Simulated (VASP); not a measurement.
# Li2S (Fm-3m) in VASP: further runs

Li2S is run at these levels: LDA, PBEsol; tasks: single point.

Program: VASP 6.6.1. These are calculated values, not measurements. Logs are shortened: lines on timing, memory, paths and dates and some standing lists are left out, and cuts for length are marked.

### 1 The cell of the first run

Symmetry: Fm-3m, No. 225, cubic system. Conventional cell: a = 5.655 Å, b = 5.655 Å, c = 5.655 Å, α = 90.00°, β = 90.00°, γ = 90.00°. Li (site symmetry -43m) has 4 S at 2.45 Å and 6 Li at 2.83 Å within 3.2 Å. S (site symmetry m-3m) has 8 Li at 2.45 Å within 3.2 Å.

### 2 Single point, LDA

File INCAR:

```
SYSTEM = Li2S
  ALGO = Normal
  EDIFF = 1E-6
  ENCUT = 750
  GGA_COMPAT = .False.
  ISIF = 2
  ISMEAR = 0
  LASPH = .True.
  LCHARG = .False.
  LREAL = .False.
  LWAVE = .False.
  NBANDS = 13
  NELM = 120
  PREC = Accurate
  SIGMA = 0.02
```

File KPOINTS:

```
k-points
0
Gamma
  8 8 8
  0 0 0
```

File POSCAR:

```
Li2S
1.0
    0.0000000000      2.8274408681      2.8274408681
    2.8274408681      0.0000000000      2.8274408681
    2.8274408681      2.8274408681      0.0000000000
Li S
2 1
Direct
    0.7500000000      0.7500000000      0.7500000000
    0.2500000000      0.2500000000      0.2500000000
    0.0000000000      0.0000000000      0.0000000000
```

Potentials or basis: VASP PAW LDA potentials, release 64 (Li_sv, S).

Started as:

```sh
> cat potpaw_LDA.64/Li_sv/POTCAR potpaw_LDA.64/S/POTCAR > POTCAR
> mpirun -np 1 vasp_std > vasp.out
```

OUTCAR:

```text
SYSTEM = Li2S
   EDIFF = 1E-6
   ENCUT = 750
   ISIF = 2
   ISMEAR = 0
   LASPH = .True.
   LREAL = .False.
   NELM = 120
   PREC = Accurate

 ion  position               nearest neighbor table
   1  0.750  0.750  0.750-   3 2.45   3 2.45   3 2.45   3 2.45
   2  0.250  0.250  0.250-   3 2.45   3 2.45   3 2.45   3 2.45
   3  0.000  0.000  0.000-   1 2.45   1 2.45   1 2.45   1 2.45   2 2.45   2 2.45   2 2.45   2 2.45

  LATTYP: Found a face centered cubic cell.
 ALAT       =     5.6548817362

  Lattice vectors:

 A1 = (   0.0000000000,   2.8274408681,   2.8274408681)
 A2 = (   2.8274408681,   0.0000000000,   2.8274408681)
 A3 = (   2.8274408681,   2.8274408681,   0.0000000000)

Analysis of symmetry for initial positions (statically):
=====================================================================
 Subroutine PRICEL returns:
 Original cell was already a primitive cell.

 Routine SETGRP: Setting up the symmetry group for a
 face centered cubic supercell.

 Subroutine GETGRP returns: Found 48 space group operations
 (whereof 48 operations were pure point group operations)
 out of a pool of 48 trial point group operations.

The static configuration has the point symmetry O_h .

Analysis of symmetry for dynamics (positions and initial velocities):
=====================================================================
 Subroutine PRICEL returns:
 Original cell was already a primitive cell.

 Routine SETGRP: Setting up the symmetry group for a
 face centered cubic supercell.

 Subroutine GETGRP returns: Found 48 space group operations
 (whereof 48 operations were pure point group operations)
 out of a pool of 48 trial point group operations.

The dynamic configuration has the point symmetry O_h .

 Subroutine INISYM returns: Found 48 space group operations
 (whereof 48 operations are pure point group operations),
 and found     1 'primitive' translations

----------------------------------------------------------------------------------------

                                     Primitive cell

  volume of cell :      45.2075

  direct lattice vectors                    reciprocal lattice vectors
     0.000000000  2.827440868  2.827440868    -0.176838358  0.176838358  0.176838358
     2.827440868  0.000000000  2.827440868     0.176838358 -0.176838358  0.176838358
     2.827440868  2.827440868  0.000000000     0.176838358  0.176838358 -0.176838358

  length of vectors
     3.998605222  3.998605222  3.998605222     0.306293021  0.306293021  0.306293021

  position of ions in fractional coordinates (direct lattice)
     0.750000000  0.750000000  0.750000000
     0.250000000  0.250000000  0.250000000
     0.000000000  0.000000000  0.000000000

  ion indices of the primitive-cell ions
   primitive index   ion index
                 1           1
                 2           2
                 3           3

----------------------------------------------------------------------------------------

 KPOINTS: k-points

Automatic generation of k-mesh.
 Grid dimensions read from file:
 generate k-points for:    8    8    8

 Generating k-lattice:

  Cartesian coordinates                     Fractional coordinates (reciprocal lattice)
    -0.022104795  0.022104795  0.022104795     0.125000000  0.000000000  0.000000000
     0.022104795 -0.022104795  0.022104795     0.000000000  0.125000000  0.000000000
     0.022104795  0.022104795 -0.022104795     0.000000000  0.000000000  0.125000000

  Length of vectors
     0.038286628  0.038286628  0.038286628

  Shift w.r.t. Gamma in fractional coordinates (k-lattice)
     0.000000000  0.000000000  0.000000000

 Subroutine IBZKPT returns following result:
 ===========================================

 Found     29 irreducible k-points:

 Following reciprocal coordinates:
            Coordinates               Weight
  0.000000  0.000000  0.000000      1.000000
  0.125000  0.000000  0.000000      8.000000
  0.250000  0.000000  0.000000      8.000000
  0.375000  0.000000  0.000000      8.000000
  0.500000  0.000000  0.000000      4.000000
  0.125000  0.125000  0.000000      6.000000
[... 16 lines left out ...]
  0.500000  0.250000  0.125000     48.000000
 -0.375000  0.250000  0.125000     24.000000
 [... further k-points ...]
   k-points           NKPTS =     29   k-points in BZ     NKDIM =     29   number of bands    NBANDS=     13
   number of dos      NEDOS =    301   number of ions     NIONS =      3
   total plane-waves  NPLWV =  46656
   dimension x,y,z NGX =    36 NGY =   36 NGZ =   36
   dimension x,y,z NGXF=    72 NGYF=   72 NGZF=   72
   ions per type =               2   1
   NGX,Y,Z   is equivalent  to a cutoff of  14.97, 14.97, 14.97 a.u.
   NGXF,Y,Z  is equivalent  to a cutoff of  29.93, 29.93, 29.93 a.u.
 SYSTEM =  Li2S
   PREC   = accura    normal or accurate (medium, high low for compatibility)
   ISTART =      0    job   : 0-new  1-cont  2-samecut
   ICHARG =      2    charge: 1-file 2-atom 10-const
   ISPIN  =      1    spin polarized calculation?
   LNONCOLLINEAR =      F non collinear calculations
   LSORBIT =      F    spin-orbit coupling
   LASPH  =      T    aspherical Exc in radial PAW
   ENCUT  =  750.0 eV  55.12 Ry    7.42 a.u.   8.93  8.93  8.93*2*pi/ulx,y,z
   NELM   =    120;   NELMIN=  2; NELMDL= -5     # of ELM steps
   EDIFF  = 0.1E-05   stopping-criterion for ELM
   LREAL  =      F    real-space projection
   EDIFFG = 0.1E-04   stopping-criterion for IOM
   NSW    =      0    number of steps for IOM
   IBRION =     -1    ionic relax: 0-MD 1-quasi-New 2-CG
   NFREE  =      0    steps in history (QN), initial steepest desc. (CG)
   ISIF   =      2    stress and relaxation
   ISYM   =      2    0-nonsym 1-usesym 2-fastsym
   POTIM  = 0.5000    time-step for ionic-motion
   TEBEG  =    0.0;   TEEND  =   0.0 temperature during run
   PSTRESS=    0.0 pullay stress
   NELECT =      12.0000    total number of electrons
   NUPDOWN=      -1.0000    fix difference up-down
   EMIN   =  10.00;   EMAX   =-10.00  energy-range for DOS
   EFERMI =   0.00;   METHOD = LEGACY
   ISMEAR =     0;   SIGMA  =   0.02  broadening in eV -4-tet -1-fermi 0-gaus
   EFERMI_NEDOS =   21; number of points for ismear=-14 and -15
   IALGO  =     38    algorithm
   IMIX   =      4    mixing-type and parameters
     AMIX     =   0.40;   BMIX     =  1.00
     AMIX_MAG =   1.60;   BMIX_MAG =  1.00
  volume/ion in A,a.u.               =      15.07       101.69
  Fermi-wavevector in a.u.,A,eV,Ry     =   1.052119  1.988217 15.061042  1.106955
  Thomas-Fermi vector in A             =   2.187190
   LORBIT       =      0    0 simple, 1 ext, 2 COOP (PROOUT), +10 PAW based schemes
   GGA     = CA    functional components
   LHFCALC =     F    Hartree Fock is set to
   AEXX    =    0.0000 exact exchange contribution
   IVDW    =     0    specifies the selected vdW correction
   LEPSILON=     F    determine dielectric tensor
   LRPA    =     F    only Hartree local field effects (RPA)
 non-spin polarized calculation
 Gauss-broadening in eV      SIGMA  =   0.02
  energy-cutoff  :      750.00
  volume of cell :       45.21
 maximum number of plane-waves:      2148
   NGX = 17   NGY = 17   NGZ = 17

 number of electron      11.9999997 magnetization

 Free energy of the ion-electron system (eV)
  ---------------------------------------------------
  ext. energy  EPLUGINS =         0.00000000
  ---------------------------------------------------
  free energy    TOTEN  =       -13.00068356 eV

  energy without entropy =      -13.00068356  energy(sigma->0) =      -13.00068356

 E-fermi :   1.6896     XC(G=0):  -8.9088

 val. band max:        1.5262490132   @ k =   0.0000   0.0000   0.0000
 cond. band min:       4.6803603347   @ k =   0.5000   0.5000   0.0000
 fundamental gap:      3.1541113215
 Fermi energy:         1.6896488588

 k-point     1 :       0.0000    0.0000    0.0000
  band No.  band energies     occupation
      1     -41.6326      2.00000
      2     -41.5798      2.00000
      3      -9.5091      2.00000
      4       1.5262      2.00000
      5       1.5262      2.00000
      6       1.5262      2.00000
      7       5.7068      0.00000
      8       7.5512      0.00000
      9       7.5512      0.00000
     10       7.5512      0.00000
     11      12.7093      0.00000
     12      12.7093      0.00000
     13      13.7710      0.00000

 k-point     2 :       0.1250    0.0000    0.0000
  band No.  band energies     occupation
      1     -41.6304      2.00000
      2     -41.5817      2.00000
      3      -9.4502      2.00000
      4       0.8948      2.00000
      5       1.4314      2.00000
      6       1.4314      2.00000
      7       6.1401      0.00000
      8       7.7947      0.00000
      9       7.7947      0.00000
     10       7.9372      0.00000
     11      11.6592      0.00000
     12      11.6592      0.00000
     13      13.9475      0.00000

 k-point     3 :       0.2500    0.0000    0.0000
  band No.  band energies     occupation
      1     -41.6243      2.00000
      2     -41.5870      2.00000
      3      -9.2984      2.00000
      4      -0.2460      2.00000
      5       1.2278      2.00000
      6       1.2278      2.00000
      7       6.7997      0.00000
      8       8.1307      0.00000
      9       8.1307      0.00000
     10       8.8378      0.00000
     11      11.2733      0.00000
     12      11.2733      0.00000
     13      14.4656      0.00000

 k-point     4 :       0.3750    0.0000    0.0000
  band No.  band energies     occupation
      1     -41.6154      2.00000
      2     -41.5952      2.00000
      3      -9.1303      2.00000
      4      -1.1473      2.00000
      5       1.0517      2.00000
      6       1.0517      2.00000
      7       7.3326      0.00000
      8       8.0314      0.00000
      9       8.0314      0.00000
     10       9.5787      0.00000
     11      12.3598      0.00000
     12      12.3598      0.00000
     13      15.0907      0.00000

 k-point     5 :       0.5000    0.0000    0.0000
  band No.  band energies     occupation
      1     -41.6052      2.00000
      2     -41.6051      2.00000
      3      -9.0549      2.00000
      4      -1.4839      2.00000
      5       0.9852      2.00000
      6       0.9852      2.00000
      7       7.5587      0.00000
      8       7.9136      0.00000
      9       7.9136      0.00000
     10       9.8360      0.00000
     11      14.1877      0.00000
     12      14.1877      0.00000
     13      14.6156      0.00000
[... 257 lines left out ...]
 k-point    22 :       0.3750    0.2500    0.1250
  band No.  band energies     occupation
      1     -41.6203      2.00000
      2     -41.5904      2.00000
      3      -9.1837      2.00000
      4      -0.3713      2.00000
      5       0.4728      2.00000
      6       0.9733      2.00000
      7       6.8253      0.00000
      8       8.4127      0.00000
      9       8.5167      0.00000
     10       9.5060      0.00000
     11      10.5076      0.00000
     12      13.7049      0.00000
     13      16.1111      0.00000

 k-point    23 :       0.5000    0.2500    0.1250
  band No.  band energies     occupation
      1     -41.6131      2.00000
      2     -41.5970      2.00000
      3      -9.0458      2.00000
      4      -0.9340      2.00000
      5       0.2362      2.00000
      6       0.7187      2.00000
      7       7.1039      0.00000
      8       8.1751      0.00000
      9       9.4143      0.00000
     10       9.8656      0.00000
     11      11.4427      0.00000
     12      13.8223      0.00000
     13      15.3605      0.00000

 k-point    24 :      -0.3750    0.2500    0.1250
  band No.  band energies     occupation
      1     -41.6049      2.00000
      2     -41.6049      2.00000
      3      -8.9849      2.00000
      4      -1.1779      2.00000
      5       0.2203      2.00000
      6       0.5606      2.00000
      7       7.2371      0.00000
      8       8.0461      0.00000
      9       9.7802      0.00000
     10      10.4563      0.00000
     11      11.7837      0.00000
     12      13.0839      0.00000
     13      14.9252      0.00000

 [... further k-points ...]
[... 5 lines left out ...]
  --------------------------------------------------------------------------------------
  -------------------------------------------------------------------------------------
  Total       -0.5813234     -0.5813234     -0.5813234      0.0000000     -0.0000000      0.0000000
  in kB      -20.6023999    -20.6023999    -20.6023999      0.0000000     -0.0000000      0.0000000
  external PRESSURE =     -20.6023999 kB  Pullay stress =       0.0000000 kB

 VOLUME and BASIS-vectors are now :
 -----------------------------------------------------------------------------
  energy-cutoff  :      750.00
  volume of cell :       45.21
      direct lattice vectors                 reciprocal lattice vectors
     0.000000000  2.827440868  2.827440868    -0.176838358  0.176838358  0.176838358
     2.827440868  0.000000000  2.827440868     0.176838358 -0.176838358  0.176838358
     2.827440868  2.827440868  0.000000000     0.176838358  0.176838358 -0.176838358

 POSITION                                       TOTAL-FORCE (eV/Angst)
 -----------------------------------------------------------------------------------
      4.24116      4.24116      4.24116         0.000000      0.000000      0.000000
      1.41372      1.41372      1.41372        -0.000000     -0.000000     -0.000000
      0.00000      0.00000      0.00000        -0.000000     -0.000000      0.000000
 -----------------------------------------------------------------------------------
    total drift:                                0.000000      0.000000      0.000000

  FREE ENERGIE OF THE ION-ELECTRON SYSTEM (eV)
  ---------------------------------------------------
  free  energy   TOTEN  =       -13.0006835594 eV

  energy  without entropy=      -13.0006835594  energy(sigma->0) =      -13.00068356
```

Run time: 47 s. Hardware: 1 thread of Oxide Virtual Turin-like, shared host; peak memory 0.14 GiB.

What came out:

* Free energy: -13.0007 eV
* Pressure: -2.1 GPa
* Band gap on the k mesh: 3.15 eV (least direct gap 4.18 eV)

Levels at points of the mesh, in eV from the valence-band top:
```csv
k point,band 2,band 3,band 4,band 5,band 6,band 7,band 8,band 9,band 10,band 11
"(0.00, 0.00, 0.00)",-43.11,-11.04,0.00,0.00,0.00,4.18,6.02,6.02,6.02,11.18
"(0.50, 0.00, 0.00)",-43.13,-10.58,-3.01,-0.54,-0.54,6.03,6.39,6.39,8.31,12.66
"(0.50, 0.50, 0.00)",-43.12,-10.45,-2.24,-1.51,-1.51,3.15,7.03,10.99,10.99,12.13
```

A k mesh can miss the band edges.

### 3 Single point, PBEsol

File INCAR:

```
SYSTEM = Li2S
PREC = Accurate ; ENCUT = 750
EDIFF = 1E-6 ; ISMEAR = 0
SIGMA = 0.01 ; LREAL = .FALSE.
LASPH = .TRUE. ; NELM = 120
ALGO = Normal ; ISIF = 2
LWAVE = .FALSE. ; LCHARG = .FALSE.
GGA = PS ; NBANDS = 13
GGA_COMPAT = .FALSE.
```

File KPOINTS:

```
Automatic mesh
0
G
  8 8 8
  0 0 0
```

POSCAR is that of step 2.

Potentials or basis: VASP PAW PBE potentials, release 64 (Li_sv, S).

Started as:

```sh
> cat potpaw_PBE.64/Li_sv/POTCAR potpaw_PBE.64/S/POTCAR > POTCAR
> mpirun -np 1 vasp_std > vasp.out
```

OUTCAR:

```text
SYSTEM = Li2S
   PREC = Accurate
   ENCUT = 750
   EDIFF = 1E-6
   ISMEAR = 0
   LREAL = .FALSE.
   LASPH = .TRUE.
   NELM = 120
   ISIF = 2
   GGA = PS

 ion  position               nearest neighbor table
   1  0.750  0.750  0.750-   3 2.45   3 2.45   3 2.45   3 2.45
   2  0.250  0.250  0.250-   3 2.45   3 2.45   3 2.45   3 2.45
   3  0.000  0.000  0.000-   1 2.45   1 2.45   1 2.45   1 2.45   2 2.45   2 2.45   2 2.45   2 2.45

  LATTYP: Found a face centered cubic cell.
 ALAT       =     5.6548817362

  Lattice vectors:

 A1 = (   0.0000000000,   2.8274408681,   2.8274408681)
[... 568 lines left out ...]
     13      15.0488      0.00000

 [... further k-points ...]
[... 5 lines left out ...]
  --------------------------------------------------------------------------------------
  -------------------------------------------------------------------------------------
  Total       -0.0136163     -0.0136163     -0.0136163      0.0000000      0.0000000      0.0000000
  in kB       -0.4825671     -0.4825671     -0.4825671      0.0000000      0.0000000      0.0000000
  external PRESSURE =      -0.4825671 kB  Pullay stress =       0.0000000 kB

 VOLUME and BASIS-vectors are now :
 -----------------------------------------------------------------------------
  energy-cutoff  :      750.00
  volume of cell :       45.21
      direct lattice vectors                 reciprocal lattice vectors
     0.000000000  2.827440868  2.827440868    -0.176838358  0.176838358  0.176838358
     2.827440868  0.000000000  2.827440868     0.176838358 -0.176838358  0.176838358
     2.827440868  2.827440868  0.000000000     0.176838358  0.176838358 -0.176838358

 POSITION                                       TOTAL-FORCE (eV/Angst)
 -----------------------------------------------------------------------------------
      4.24116      4.24116      4.24116        -0.000000      0.000000      0.000000
      1.41372      1.41372      1.41372         0.000000     -0.000000     -0.000000
      0.00000      0.00000      0.00000        -0.000000     -0.000000      0.000000
 -----------------------------------------------------------------------------------
    total drift:                                0.000000      0.000000      0.000000

  FREE ENERGIE OF THE ION-ELECTRON SYSTEM (eV)
  ---------------------------------------------------
  free  energy   TOTEN  =       -12.3768858997 eV

  energy  without entropy=      -12.3768858997  energy(sigma->0) =      -12.37688590
```

Run time: 47 s. Hardware: 1 thread of Oxide Virtual Turin-like, shared host; peak memory 0.17 GiB.

Results:

```yaml
Free_energy: -12.3769 eV
Pressure: 0.0 GPa
Band_gap_on_the_k_mesh: 3.20 eV (least direct gap 4.22 eV)
```

Caveat: the PAW data sets were made with another functional, which shifts forces and pressure a little.
